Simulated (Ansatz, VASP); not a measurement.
Ta in VASP and in Ansatz

```
Ta
1.0
    -1.65128    1.65128    1.65128
     1.65128   -1.65128    1.65128
     1.65128    1.65128   -1.65128
Ta
1
Cartesian
  0.0000 0.0000 0.0000
```

Alike in both runs: task relaxation of cell and atoms; functional r2SCAN; k mesh 16 × 16 × 16; occupations fermi-dirac, width 0.08 eV; no spin polarisation.

```csv
,VASP,Ansatz
version,VASP 6.6.1,Ansatz 0.2.0
potentials or method,"VASP PAW PBE potentials, release 64 (Ta_pv)","PAW with Ansatz's default frozen-core files, scalar-relativistic"
plane-wave cutoff (eV),600,500
valence electrons in the cell,11,13
```

Ansatz gave:

* relaxed volume (Å³/atom): 18.08
* relaxed length of the cell vector where the two differ most in proportion (Å): 2.864

**Question.** Which values does VASP return?

**Answer.** Relaxed volume (Å³/atom): 18.14; relaxed length of the cell vector where the two differ most in proportion (Å): 2.867.

VASP's potentials were made for PBE, not for r2SCAN. VASP's potentials hold 11 valence electrons a cell and Ansatz's 13, so a difference there can come from the potentials and not from the codes.

Spin-orbit coupling is off throughout.
